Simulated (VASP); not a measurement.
# NaCl (Fm-3m) in VASP: single point with PBE

Aim: the single point of NaCl with PBE.

Everything below comes from runs of VASP 6.6.1. Logs are shortened: lines on timing, memory, paths and dates and some standing lists are left out, and cuts for length are marked.

## (1) The cell of the first run

The structure is cubic, space group Fm-3m (No. 225). The conventional cell has a = 5.620 Å, b = 5.620 Å, c = 5.620 Å, α = 90.00°, β = 90.00°, γ = 90.00°. Na (site symmetry m-3m) has 6 Cl at 2.81 Å within 3.7 Å. Within 3.7 Å of Cl (site symmetry m-3m) lie 6 Na at 2.81 Å.

## (2) Single point, PBE

The input, INCAR:

```
SYSTEM = NaCl
  PREC = Accurate
  ENCUT = 500
  EDIFF = 1E-6
  ISMEAR = 0
  SIGMA = 0.01
  LREAL = .FALSE.
  LASPH = .TRUE.
  NELM = 120
  ALGO = Normal
  ISIF = 2
  LWAVE = .FALSE.
  LCHARG = .FALSE.
  GGA = PE
  NBANDS = 14
  GGA_COMPAT = .FALSE.
```

The input, KPOINTS:

```
regular mesh
0
G
  7 7 7
  0 0 0
```

The input, POSCAR:

```
NaCl
1.0
    0.0000000000      2.8100000000      2.8100000000
    2.8100000000      0.0000000000      2.8100000000
    2.8100000000      2.8100000000      0.0000000000
Na Cl
1 1
Direct
    0.0000000000      0.0000000000      0.0000000000
    0.5000000000      0.5000000000      0.5000000000
```

Potentials or basis: VASP PAW PBE potentials, release 64 (Na_pv, Cl).

Command:

```bash
$ cat potpaw_PBE.64/Na_pv/POTCAR potpaw_PBE.64/Cl/POTCAR > POTCAR
$ mpirun -np 1 vasp_std > vasp.out
```

OUTCAR:

```text
SYSTEM = NaCl
   PREC = Accurate
   ENCUT = 500
   EDIFF = 1E-6
   ISMEAR = 0
   LREAL = .FALSE.
   LASPH = .TRUE.
   NELM = 120
   ISIF = 2
   GGA = PE

 ion  position               nearest neighbor table
   1  0.000  0.000  0.000-
   2  0.500  0.500  0.500-

  LATTYP: Found a face centered cubic cell.
 ALAT       =     5.6200000000

  Lattice vectors:

 A1 = (   0.0000000000,   2.8100000000,   2.8100000000)
 A2 = (   2.8100000000,   0.0000000000,   2.8100000000)
 A3 = (   2.8100000000,   2.8100000000,   0.0000000000)

Analysis of symmetry for initial positions (statically):
=====================================================================
 Subroutine PRICEL returns:
 Original cell was already a primitive cell.

 Routine SETGRP: Setting up the symmetry group for a
 face centered cubic supercell.

 Subroutine GETGRP returns: Found 48 space group operations
 (whereof 48 operations were pure point group operations)
 out of a pool of 48 trial point group operations.

The static configuration has the point symmetry O_h .

Analysis of symmetry for dynamics (positions and initial velocities):
=====================================================================
 Subroutine PRICEL returns:
 Original cell was already a primitive cell.

 Routine SETGRP: Setting up the symmetry group for a
 face centered cubic supercell.

 Subroutine GETGRP returns: Found 48 space group operations
 (whereof 48 operations were pure point group operations)
 out of a pool of 48 trial point group operations.

The dynamic configuration has the point symmetry O_h .

 Subroutine INISYM returns: Found 48 space group operations
 (whereof 48 operations are pure point group operations),
 and found     1 'primitive' translations

----------------------------------------------------------------------------------------

                                     Primitive cell

  volume of cell :      44.3761

  direct lattice vectors                    reciprocal lattice vectors
     0.000000000  2.810000000  2.810000000    -0.177935943  0.177935943  0.177935943
     2.810000000  0.000000000  2.810000000     0.177935943 -0.177935943  0.177935943
     2.810000000  2.810000000  0.000000000     0.177935943  0.177935943 -0.177935943

  length of vectors
     3.973940110  3.973940110  3.973940110     0.308194094  0.308194094  0.308194094

  position of ions in fractional coordinates (direct lattice)
     0.000000000  0.000000000  0.000000000
     0.500000000  0.500000000  0.500000000

  ion indices of the primitive-cell ions
   primitive index   ion index
                 1           1
                 2           2

----------------------------------------------------------------------------------------

 KPOINTS: regular mesh

Automatic generation of k-mesh.
 Grid dimensions read from file:
 generate k-points for:    7    7    7

 Generating k-lattice:

  Cartesian coordinates                     Fractional coordinates (reciprocal lattice)
    -0.025419420  0.025419420  0.025419420     0.142857143  0.000000000  0.000000000
     0.025419420 -0.025419420  0.025419420     0.000000000  0.142857143  0.000000000
     0.025419420  0.025419420 -0.025419420     0.000000000  0.000000000  0.142857143

  Length of vectors
     0.044027728  0.044027728  0.044027728

  Shift w.r.t. Gamma in fractional coordinates (k-lattice)
     0.000000000  0.000000000  0.000000000

 Subroutine IBZKPT returns following result:
 ===========================================

 Found     20 irreducible k-points:

 Following reciprocal coordinates:
            Coordinates               Weight
  0.000000  0.000000  0.000000      1.000000
  0.142857  0.000000  0.000000      8.000000
  0.285714  0.000000  0.000000      8.000000
  0.428571  0.000000  0.000000      8.000000
  0.142857  0.142857  0.000000      6.000000
  0.285714  0.142857  0.000000     24.000000
[... 12 lines left out ...]
 -0.428571  0.428571  0.142857     24.000000
 -0.285714  0.428571  0.142857     24.000000
   k-points           NKPTS =     20   k-points in BZ     NKDIM =     20   number of bands    NBANDS=     14
   number of dos      NEDOS =    301   number of ions     NIONS =      2
   total plane-waves  NPLWV =  27000
   dimension x,y,z NGX =    30 NGY =   30 NGZ =   30
   dimension x,y,z NGXF=    60 NGYF=   60 NGZF=   60
   ions per type =               1   1
   NGX,Y,Z   is equivalent  to a cutoff of  12.55, 12.55, 12.55 a.u.
   NGXF,Y,Z  is equivalent  to a cutoff of  25.10, 25.10, 25.10 a.u.
 SYSTEM =  NaCl
   PREC   = accura    normal or accurate (medium, high low for compatibility)
   ISTART =      0    job   : 0-new  1-cont  2-samecut
   ICHARG =      2    charge: 1-file 2-atom 10-const
   ISPIN  =      1    spin polarized calculation?
   LNONCOLLINEAR =      F non collinear calculations
   LSORBIT =      F    spin-orbit coupling
   LASPH  =      T    aspherical Exc in radial PAW
   ENCUT  =  500.0 eV  36.75 Ry    6.06 a.u.   7.25  7.25  7.25*2*pi/ulx,y,z
   NELM   =    120;   NELMIN=  2; NELMDL= -5     # of ELM steps
   EDIFF  = 0.1E-05   stopping-criterion for ELM
   LREAL  =      F    real-space projection
   EDIFFG = 0.1E-04   stopping-criterion for IOM
   NSW    =      0    number of steps for IOM
   IBRION =     -1    ionic relax: 0-MD 1-quasi-New 2-CG
   NFREE  =      0    steps in history (QN), initial steepest desc. (CG)
   ISIF   =      2    stress and relaxation
   ISYM   =      2    0-nonsym 1-usesym 2-fastsym
   POTIM  = 0.5000    time-step for ionic-motion
   TEBEG  =    0.0;   TEEND  =   0.0 temperature during run
   PSTRESS=    0.0 pullay stress
   NELECT =      14.0000    total number of electrons
   NUPDOWN=      -1.0000    fix difference up-down
   EMIN   =  10.00;   EMAX   =-10.00  energy-range for DOS
   EFERMI =   0.00;   METHOD = LEGACY
   ISMEAR =     0;   SIGMA  =   0.01  broadening in eV -4-tet -1-fermi 0-gaus
   EFERMI_NEDOS =   21; number of points for ismear=-14 and -15
   IALGO  =     38    algorithm
   IMIX   =      4    mixing-type and parameters
     AMIX     =   0.40;   BMIX     =  1.00
     AMIX_MAG =   1.60;   BMIX_MAG =  1.00
  volume/ion in A,a.u.               =      22.19       149.73
  Fermi-wavevector in a.u.,A,eV,Ry     =   1.114469  2.106040 16.898985  1.242040
  Thomas-Fermi vector in A             =   2.251064
   LORBIT       =      0    0 simple, 1 ext, 2 COOP (PROOUT), +10 PAW based schemes
   GGA     = PE    functional components
   LHFCALC =     F    Hartree Fock is set to
   AEXX    =    0.0000 exact exchange contribution
   IVDW    =     0    specifies the selected vdW correction
   LEPSILON=     F    determine dielectric tensor
   LRPA    =     F    only Hartree local field effects (RPA)
 non-spin polarized calculation
 Gauss-broadening in eV      SIGMA  =   0.01
  energy-cutoff  :      500.00
  volume of cell :       44.38
 maximum number of plane-waves:      1143
 NGX is ok and might be reduce to    30
   NGX = 15   NGY = 15   NGZ = 15

 number of electron      14.0000000 magnetization

 Free energy of the ion-electron system (eV)
  ---------------------------------------------------
  ext. energy  EPLUGINS =         0.00000000
  ---------------------------------------------------
  free energy    TOTEN  =        -6.77179312 eV

  energy without entropy =       -6.77179312  energy(sigma->0) =       -6.77179312

 E-fermi :  -0.6067     XC(G=0):  -8.2120

 val. band max:       -0.6695844072   @ k =   0.0000   0.0000   0.0000
 cond. band min:       4.4785896029   @ k =   0.0000   0.0000   0.0000
 fundamental gap:      5.1481740101
 Fermi energy:        -0.6066932676

 k-point     1 :       0.0000    0.0000    0.0000
  band No.  band energies     occupation
      1     -21.4679      2.00000
      2     -21.4679      2.00000
      3     -21.4678      2.00000
      4     -13.3528      2.00000
      5      -0.6696      2.00000
      6      -0.6696      2.00000
      7      -0.6696      2.00000
      8       4.4786      0.00000
      9      10.4616      0.00000
     10      10.4616      0.00000
     11      10.4616      0.00000
     12      12.6363      0.00000
     13      12.6363      0.00000
     14      14.2606      0.00000

 k-point     2 :       0.1429    0.0000    0.0000
  band No.  band energies     occupation
      1     -21.4737      2.00000
      2     -21.4683      2.00000
      3     -21.4683      2.00000
      4     -13.2904      2.00000
      5      -1.1415      2.00000
      6      -0.7229      2.00000
      7      -0.7229      2.00000
      8       5.1107      0.00000
      9       9.8122      0.00000
     10      10.6992      0.00000
     11      10.6992      0.00000
     12      12.3414      0.00000
     13      12.3414      0.00000
     14      15.3079      0.00000

 k-point     3 :       0.2857    0.0000    0.0000
  band No.  band energies     occupation
      1     -21.4867      2.00000
      2     -21.4692      2.00000
      3     -21.4692      2.00000
      4     -13.1452      2.00000
      5      -1.9859      2.00000
      6      -0.8382      2.00000
      7      -0.8382      2.00000
      8       6.1887      0.00000
      9       9.3591      0.00000
     10      10.6784      0.00000
     11      10.6784      0.00000
     12      12.8959      0.00000
     13      12.8959      0.00000
     14      14.8505      0.00000
[... 256 lines left out ...]
 k-point    19 :      -0.4286    0.4286    0.1429
  band No.  band energies     occupation
      1     -21.4872      2.00000
      2     -21.4782      2.00000
      3     -21.4764      2.00000
      4     -12.9595      2.00000
      5      -2.1891      2.00000
      6      -1.4882      2.00000
      7      -1.3137      2.00000
      8       7.6339      0.00000
      9       8.0982      0.00000
     10       9.7610      0.00000
     11      11.9806      0.00000
     12      14.0277      0.00000
     13      15.3743      0.00000
     14      16.1030      0.00000

 k-point    20 :      -0.2857    0.4286    0.1429
  band No.  band energies     occupation
      1     -21.4841      2.00000
      2     -21.4834      2.00000
      3     -21.4757      2.00000
      4     -12.9446      2.00000
      5      -1.9512      2.00000
      6      -1.8864      2.00000
      7      -1.2958      2.00000
      8       8.1322      0.00000
      9       8.6455      0.00000
     10       9.4171      0.00000
     11      11.1332      0.00000
     12      14.0571      0.00000
     13      14.7810      0.00000
     14      16.6256      0.00000

------------------------ aborting loop because EDIFF is reached ----------------------------------------

  FORCE on cell =-STRESS in cart. coord.  units (eV):
  Direction    XX          YY          ZZ          XY          YZ          ZX
  --------------------------------------------------------------------------------------
  -------------------------------------------------------------------------------------
  Total        0.2752363      0.2752363      0.2752363      0.0000000      0.0000000     -0.0000000
  in kB        9.9372768      9.9372768      9.9372768      0.0000000      0.0000000     -0.0000000
  external PRESSURE =       9.9372768 kB  Pullay stress =       0.0000000 kB

 VOLUME and BASIS-vectors are now :
 -----------------------------------------------------------------------------
  energy-cutoff  :      500.00
  volume of cell :       44.38
      direct lattice vectors                 reciprocal lattice vectors
     0.000000000  2.810000000  2.810000000    -0.177935943  0.177935943  0.177935943
     2.810000000  0.000000000  2.810000000     0.177935943 -0.177935943  0.177935943
     2.810000000  2.810000000  0.000000000     0.177935943  0.177935943 -0.177935943

 POSITION                                       TOTAL-FORCE (eV/Angst)
 -----------------------------------------------------------------------------------
      0.00000      0.00000      0.00000        -0.000000     -0.000000     -0.000000
      2.81000      2.81000      2.81000         0.000000      0.000000      0.000000
 -----------------------------------------------------------------------------------
    total drift:                               -0.000000      0.000000      0.000000

  FREE ENERGIE OF THE ION-ELECTRON SYSTEM (eV)
  ---------------------------------------------------
  free  energy   TOTEN  =        -6.7717931230 eV

  energy  without entropy=       -6.7717931230  energy(sigma->0) =       -6.77179312
```

Run time: 26 s. Hardware: 1 thread of AMD EPYC 7R13, shared host; peak memory 0.13 GiB.

Results:

| Quantity | Value |
| --- | --- |
| Free energy | -6.7718 eV |
| Pressure | 1.0 GPa |
| Band gap on the k mesh | 5.15 eV, direct |
